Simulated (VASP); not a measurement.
# ZrB (I4/mmm) in VASP: a series of runs, part 2 of 2

VASP 6.6.1. Earlier steps stand in the parts before.

## Step 5: Single point, PBE

This run uses another cell than the first one, of the same volume but with other edges.

Contents of INCAR:

```
SYSTEM = ZrB
PREC     = Accurate       ! precision mode
ENCUT    = 520            ! plane-wave cutoff, eV
EDIFF    = 1E-7           ! SCF threshold, eV
ISMEAR   = 0              ! smearing method
SIGMA    = 0.15           ! smearing width, eV
LREAL    = .False.        ! projectors in reciprocal space
LASPH    = .True.         ! aspherical terms in the spheres
NELM     = 60             ! most SCF steps
ALGO     = Normal         ! electronic algorithm
ISIF     = 2              ! what is computed and relaxed
LWAVE    = .False.        ! write WAVECAR
LCHARG   = .True.         ! write CHGCAR
GGA      = PE             ! functional
LELF     = .True.         ! ELF
LVHAR    = .True.       
NBANDS   = 14             ! bands
```

Contents of KPOINTS:

```
regular mesh
0
Gamma
  20 20 20
  0 0 0
```

Contents of POSCAR:

```
ZrB
1.0
    0.0000000000      2.2522956368      2.4775252005
    2.2522956368      0.0000000000      2.4775252005
    2.2522956368      2.2522956368      0.0000000000
Zr B
1 1
Direct
    0.0000000000      0.0000000000      0.0000000000
    0.5000000000      0.5000000000      0.5000000000
```

Potentials or basis: VASP PAW PBE potentials, release 64 (Zr_sv, B).

Started as:

```sh
> cat potpaw_PBE.64/Zr_sv/POTCAR potpaw_PBE.64/B/POTCAR > POTCAR
> mpirun -np 1 vasp_std > vasp.out
```

OUTCAR:

```text
SYSTEM = ZrB
   PREC = Accurate
   ENCUT = 520
   EDIFF = 1E-7
   ISMEAR = 0
   LREAL = .False.
   LASPH = .True.
   NELM = 60
   ISIF = 2
   GGA = PE

 ion  position               nearest neighbor table
   1  0.000  0.000  0.000-   2 2.25   2 2.25   2 2.25   2 2.25   2 2.48   2 2.48
   2  0.500  0.500  0.500-   1 2.25   1 2.25   1 2.25   1 2.25   1 2.48   1 2.48

  LATTYP: Found a body centered tetragonal cell.
 ALAT       =     3.1852270360
 C/A-ratio  =     1.5556349186

  Lattice vectors:

 A1 = (  -2.2522956368,   0.0000000000,   2.4775252005)
 A2 = (   2.2522956368,   0.0000000000,   2.4775252005)
 A3 = (   0.0000000000,   2.2522956368,  -2.4775252005)

Analysis of symmetry for initial positions (statically):
=====================================================================
 Subroutine PRICEL returns:
 Original cell was already a primitive cell.

 Routine SETGRP: Setting up the symmetry group for a
 body centered tetragonal supercell.

 Subroutine GETGRP returns: Found 16 space group operations
 (whereof 16 operations were pure point group operations)
 out of a pool of 16 trial point group operations.

The static configuration has the point symmetry D_4h.

Analysis of symmetry for dynamics (positions and initial velocities):
[... 173 lines left out ...]
      5       0.6990      2.00000
      6      10.2278      0.00000
      7      11.3522      0.00000
      8      11.3522      0.00000
      9      11.9348      0.00000
     10      12.3964      0.00000
     11      13.0787      0.00000
     12      13.0787      0.00000
     13      13.2298      0.00000
     14      20.2514      0.00000
[... 377 lines left out ...]
      1     -37.6513      2.00000
      2     -16.3459      2.00000
      3     -15.6478      2.00000
      4     -15.5150      2.00000
      5       3.6880      2.00000
      6       6.6348      2.00000
      7       7.7165      2.00000
      8       7.9638      2.00000
      9      13.6657      0.00000
     10      14.1220      0.00000
     11      15.2919      0.00000
     12      18.8560      0.00000
     13      20.0056      0.00000
     14      22.3852      0.00000

 [... further k-points ...]
[... 5 lines left out ...]
  --------------------------------------------------------------------------------------
  -------------------------------------------------------------------------------------
  Total        8.2085752      8.2085752      1.2188609      0.0000000      0.0000000     -0.0000000
  in kB      523.2141680    523.2141680     77.6901331      0.0000000      0.0000000     -0.0000000
  external PRESSURE =     374.7061564 kB  Pullay stress =       0.0000000 kB

 VOLUME and BASIS-vectors are now :
 -----------------------------------------------------------------------------
  energy-cutoff  :      520.00
  volume of cell :       25.14
      direct lattice vectors                 reciprocal lattice vectors
     0.000000000  2.252295637  2.477525201    -0.221995724  0.221995724  0.201814294
     2.252295637  0.000000000  2.477525201     0.221995724 -0.221995724  0.201814294
     2.252295637  2.252295637  0.000000000     0.221995724  0.221995724 -0.201814294

 POSITION                                       TOTAL-FORCE (eV/Angst)
 -----------------------------------------------------------------------------------
      0.00000      0.00000      0.00000         0.000000     -0.000000      0.000000
      2.25230      2.25230      2.47753        -0.000000      0.000000      0.000000
 -----------------------------------------------------------------------------------
    total drift:                               -0.000000      0.000000      0.000000

  FREE ENERGIE OF THE ION-ELECTRON SYSTEM (eV)
  ---------------------------------------------------
  free  energy   TOTEN  =       -15.3605034354 eV

  energy  without entropy=      -15.3465234201  energy(sigma->0) =      -15.35351343
```

stdout:

```text
POSCAR found type information on POSCAR ZrB
 POSCAR found :  2 types and       2 ions
 scaLAPACK will be used
 LDA part: xc-table for (Slater+PW92), standard interpolation
 POSCAR, INCAR and KPOINTS ok, starting setup
 FFT: planning ... GRIDC
 FFT: planning ... GRID_SOFT
 FFT: planning ... GRID
 WAVECAR not read
 entering main loop
```

It took 97 s on 1 thread of Intel Xeon 6975P-C (Granite Rapids), shared host; peak memory 0.34 GiB.

What came out:

* Free energy: -15.3605 eV
* Pressure: 37.5 GPa

Stress tensor (GPa, compression positive):
```
52.32  0.00  0.00
 0.00 52.32  0.00
 0.00  0.00  7.77
```

## Step 6: Summary

```csv
cell,gap on the mesh (eV),pressure (GPa)
"a = 3.203, b = 3.203, c = 3.572 Å, angles 56.1, 56.1, 67.8°, 2 atoms",none,45.6
"a = 3.494, b = 3.494, c = 3.013 Å, angles 64.5, 64.5, 51.1°, 2 atoms",none,51.4
"a = 3.248, b = 3.248, c = 3.381 Å, angles 58.6, 58.6, 62.7°, 2 atoms",none,36.1
"a = 3.348, b = 3.348, c = 3.185 Å, angles 61.6, 61.6, 56.8°, 2 atoms",none,37.5
```

Alike in all rows: task single point; level PBE; potentials or basis VASP PAW PBE potentials, release 64 (Zr_sv, B); no spin polarisation; k mesh 20 × 20 × 20; cutoff (eV) 520; smearing gaussian 0.15 eV.

Total energies depend on the potentials used, so only differences within one code and one set of settings carry meaning.
